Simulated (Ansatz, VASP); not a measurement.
Two plane-wave programs on NaI

INCAR

```
SYSTEM = NaI
PREC = Accurate ; ENCUT = 520
EDIFF = 1E-6 ; ISMEAR = 0
SIGMA = 0.05 ; LREAL = .False.
LASPH = .True. ; NELM = 80
ALGO = Normal ; ISIF = 2
LWAVE = .False. ; LCHARG = .False.
GGA = PS ; NBANDS = 14
```

The input KPOINTS:

```
Automatic mesh
0
Gamma
  6 6 6
  0 0 0
```

The input POSCAR:

```
NaI
1.0
    0.0000000000      3.1393080000      3.3334920000
    3.1393080000      0.0000000000      3.3334920000
    3.1393080000      3.1393080000      0.0000000000
Na I
1 1
Direct
    0.0000000000      0.0000000000      0.0000000000
    0.5000000000      0.5000000000      0.5000000000
```

Input for Ansatz:

```yaml
crystal:
  lattice:
    - [0.0, 3.139308, 3.333492]
    - [3.139308, 0.0, 3.333492]
    - [3.139308, 3.139308, 0.0]
  atoms:
    - { symbol: Na, position: [0.0, 0.0, 0.0] }
    - { symbol: I, position: [0.5, 0.5, 0.5] }
basis:
  ecutwfc: 420
kpoints:
  mp_grid: { grid: [6, 6, 6] }
hamiltonian:
  xc: pbesol
scf:
  occupations: { method: gaussian, width: 0.05 }
output:
  forces: true
  stress: true
  eigenvalues: true
```

Change from the starting cell: strain -0.030 along x and y, +0.030 along z, atoms carried along.

Alike in both runs: task single point; functional PBEsol; k mesh 6 × 6 × 6; occupations gaussian, width 0.05 eV; no spin polarisation.

|  | VASP | Ansatz |
| --- | --- | --- |
| version | VASP 6.6.1 | Ansatz 0.2.0 |
| potentials or method | VASP PAW PBE potentials, release 64 (Na_pv, I), cutoff 520 eV | scalar-relativistic, plane waves, PAW |
| valence electrons in the cell | 14 | 26 |

VASP gave:

- gap on the k mesh at the Fermi level (eV): 3.56
- least direct gap on the mesh (eV): 3.56
- pressure (GPa): 0.2
- traceless stress, the component that is largest in VASP (GPa): -1.05

Q: What did Ansatz give for the same quantities?

A: gap on the k mesh at the Fermi level (eV): 3.56; least direct gap on the mesh (eV): 3.56; pressure (GPa): 0.1; traceless stress, the component that is largest in VASP (GPa): -1.04.

VASP's potentials were made for PBE, not for PBEsol. With one functional, cell and mesh, what is left measures potentials, basis and numerics. VASP's potentials hold 14 valence electrons a cell and Ansatz's 26, so a difference there can come from the potentials and not from the codes.

Spin-orbit coupling is off throughout.
